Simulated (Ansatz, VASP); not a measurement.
# One calculation of Zr, two programs

```
Zr
1.0
     3.26674    0.00000    0.00000
    -1.63337    2.82908    0.00000
     0.00000    0.00000    5.23319
Zr
2
Direct
  0.33333 0.66667 0.25000
  0.66667 0.33333 0.75000
```

Alike in both runs: functional BLYP; k mesh 11 × 11 × 6; occupations fermi-dirac, width 0.1 eV; no spin polarisation.

Ansatz relaxed the structure, and its values are those at the end. VASP's run is a single point on that final structure, the one shown.

|  | VASP | Ansatz |
| --- | --- | --- |
| version | VASP 6.6.1 | Ansatz 0.2.0 |
| potentials or method | VASP PAW PBE potentials, release 64 (Zr_sv), cutoff 520 eV | plane waves (420 eV) with PAW, scalar-relativistic |
| valence electrons in the cell | 24 | 24 |

```tsv
	VASP	Ansatz	Ansatz less VASP
pressure (GPa)	0.1	0.0	-0.13
```

VASP's potentials were made for PBE, not for BLYP.
